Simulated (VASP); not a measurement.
BaTiO3, 5 atoms in the cell. The structure is tetragonal, space group P4mm (No. 99). The conventional cell has a = 4.019 Å, b = 4.019 Å, c = 4.019 Å, α = 90.00°, β = 90.00°, γ = 90.00°. Within 3.7 Å of Ba (site symmetry 4mm) lie 12 O at 2.84 Å and 8 Ti at 3.48 Å. Ti (site symmetry 4mm) has 6 O at 1.91 to 2.11 Å within 2.5 Å. O (site symmetry 4mm) has 2 Ti at 1.91 to 2.11 Å within 2.5 Å. Within 2.7 Å of O (site symmetry 2mm) lie 2 Ti at 2.01 Å.  This cell differs from its parent crystal: atom 3 (O) moved by (+0.000, -0.100) A along [1 1 0] and z.

* Program: VASP 6.6.1
* Task: single point
* Functional: PBE
* Potentials or basis: VASP PAW PBE potentials, release 64 (Ba_sv, Ti_sv, O)
* Cutoff: 520 eV
* k mesh: 8 × 8 × 8
* Occupations: gaussian, width 0.05 eV
* Spin: no spin polarisation
* Dipole correction: no
* Further INCAR settings: ALGO = Normal; EDIFF = 1e-06; NBANDS = 28

Potentials or basis: VASP PAW PBE potentials, release 64 (Ba_sv, Ti_sv, O).

The run is started by

```sh
$ cat potpaw_PBE.64/Ba_sv/POTCAR potpaw_PBE.64/Ti_sv/POTCAR potpaw_PBE.64/O/POTCAR > POTCAR
$ mpirun -np 1 vasp_std > vasp.out
```

Hardware: 1 thread of AMD EPYC 9R45 96-Core Processor (Zen 5) (shared host).

Q: Estimate the wall time of this run.

A: Run time: 77 s on 1 thread of AMD EPYC 9R45 96-Core Processor (Zen 5), with other jobs on the host, peak memory 0.24 GiB. Counts: scf iterations 16, k points 75.
